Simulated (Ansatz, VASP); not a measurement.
# One calculation of SnO3, two programs

```
Sn O
1.0
     6.04342    0.00000    0.00000
     0.00000    6.04342    0.00000
     0.00000    0.00000    6.04342
Sn O
2 6
Direct
  0.50000 0.50000 0.50000
  0.00000 0.00000 0.00000
  0.10912 0.50000 0.50000
  0.89088 0.50000 0.50000
  0.50000 0.10912 0.50000
  0.50000 0.89088 0.50000
  0.50000 0.50000 0.10912
  0.50000 0.50000 0.89088
```

Alike in both runs: functional PBE; k mesh 6 × 6 × 6; occupations gaussian, width 0.1 eV; no spin polarisation.

Ansatz relaxed the structure, and its values are those at the end. VASP's run is a single point on that final structure, the one shown.

|  | VASP | Ansatz |
| --- | --- | --- |
| version | VASP 6.6.1 | Ansatz 0.2.0 |
| potentials or method | VASP PAW PBE potentials, release 64 (Sn_d, O), cutoff 520 eV | scalar-relativistic, plane waves, PAW |
| valence electrons in the cell | 64 | 64 |

```csv
,VASP,Ansatz,Ansatz less VASP
gap on the k mesh at the Fermi level (eV),none,none,-
pressure (GPa),0.3,0.0,-0.27
rms of the force components (eV/Å),0.232,0.004,-0.2277
```

A gap of «none» marks a metal or a gap that the smearing closes. One of these differences is far larger than is usual between the two programs; its cause wasn't traced.
